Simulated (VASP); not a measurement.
A run of VASP 6.6.1 is set up as follows.

POSCAR

```
Mo
1.0
   -1.5925232225      1.5925232225      1.5288222936
    1.5925232225     -1.5925232225      1.5288222936
    1.5925232225      1.5925232225     -1.5288222936
Mo
1
Direct
    0.0000000000      0.0000000000      0.0000000000
```

INCAR.step1

```
ALGO = Normal ; EDIFF = 1E-4
ENCUT = 520 ; GGA = PE
ISMEAR = 0 ; LASPH = T
LCHARG = F ; LREAL = F
LWAVE = T ; NBANDS = 13
NELM = 60 ; PREC = Accurate
SIGMA = 0.15
```

File INCAR.step2:

```
ALGO = Normal ; EDIFF = 1E-7
ENCUT = 520 ; ISIF = 2
ISMEAR = 0 ; ISTART = 1
LASPH = T ; LCHARG = F
LMIXTAU = T ; LREAL = F
LWAVE = F ; METAGGA = R2SCAN
NBANDS = 13 ; NELM = 60
PREC = Accurate ; SIGMA = 0.15
```

File KPOINTS:

```
k-points
0
Gamma
  24 24 24
```

Potentials or basis: VASP PAW PBE potentials, release 64 (Mo_sv).

Command:

```bash
$ cat potpaw_PBE.64/Mo_sv/POTCAR > POTCAR
$ cp INCAR.step1 INCAR
$ mpirun -np 1 vasp_std > vasp.out
$ cp INCAR.step2 INCAR
$ mpirun -np 1 vasp_std > vasp.out
```

Estimate the band gap on the k mesh.

zero (bands 7 and 8 overlap by 5.52 eV).

What does it give for the pressure?

3.8 GPa.

Stress tensor (GPa, compression positive):
```
-0.80  0.00  0.00
 0.00 -0.80  0.00
 0.00  0.00 12.85
```

Caveat: the stress differs along the axes, from -1 to 13 GPa; the PAW data sets were made with another functional, which shifts forces and pressure a little.
